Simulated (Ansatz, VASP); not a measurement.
## ZnF2 in VASP and in Ansatz

INCAR

```
SYSTEM = ZnF2
  ALGO = Normal
  EDIFF = 1E-6
  ENCUT = 600
  GGA = PE
  GGA_COMPAT = .False.
  ISIF = 2
  ISMEAR = 0
  LASPH = .True.
  LCHARG = .False.
  LREAL = .False.
  LWAVE = .False.
  NBANDS = 35
  NELM = 120
  PREC = Accurate
  SIGMA = 0.01
```

Contents of KPOINTS:

```
k-points
0
Gamma
  4 4 6
  0 0 0
```

The input POSCAR:

```
ZnF2
1.0
    4.8475632812      0.0000000000      0.0000000000
    0.0000000000      4.8475632812      0.0000000000
    0.0000000000      0.0000000000      3.2069340448
Zn F
2 4
Direct
    0.0000000000      0.0000000000      0.0000000000
    0.5000000000      0.5000000000      0.5000000000
    0.3043835389      0.3043835389      0.0000000000
    0.1956164611      0.8043835389      0.5000000000
    0.6956164611      0.6956164611      0.0000000000
    0.8043835389      0.1956164611      0.5000000000
```

Input for Ansatz:

```yaml
crystal:
  lattice:
    - [4.8475632812, 0.0, 0.0]
    - [0.0, 4.8475632812, 0.0]
    - [0.0, 0.0, 3.2069340448]
  atoms:
    - { symbol: Zn, position: [0.0, 0.0, 0.0] }
    - { symbol: Zn, position: [0.5, 0.5, 0.5] }
    - { symbol: F, position: [0.3043835389, 0.3043835389, 0.0] }
    - { symbol: F, position: [0.1956164611, 0.8043835389, 0.5] }
    - { symbol: F, position: [0.6956164611, 0.6956164611, 0.0] }
    - { symbol: F, position: [0.8043835389, 0.1956164611, 0.5] }
kpoints:
  mp_grid: { grid: [4, 4, 6] }
hamiltonian:
  xc: pbe
scf:
  occupations: { method: fixed }
  n_extra_bands: 5
output:
  forces: true
  stress: true
  eigenvalues: true
```

Alike in both runs: task single point; functional PBE; k mesh 4 × 4 × 6; no spin polarisation.

|  | VASP | Ansatz |
| --- | --- | --- |
| version | VASP 6.6.1 | Ansatz 0.2.0 |
| potentials or method | VASP PAW PBE potentials, release 64 (Zn, F) | plane waves, PAW |
| plane-wave cutoff (eV) | 600 | 420 |
| occupations | gaussian, width 0.01 eV | fixed |
| valence electrons in the cell | 52 | 52 |

|  | VASP | Ansatz | Ansatz less VASP |
| --- | --- | --- | --- |
| gap on the k mesh at the Fermi level (eV) | 3.39 | 3.45 | +0.059 |
| pressure (GPa) | -2.6 | -2.8 | -0.22 |
| traceless stress, the component that is largest in VASP (GPa) | -0.28 | -0.45 | -0.169 |
| rms of the force components (eV/Å) | 0.018 | 0.024 | +0.0058 |

Atom by atom the forces differ by 0.006 eV/Å (rms over components).
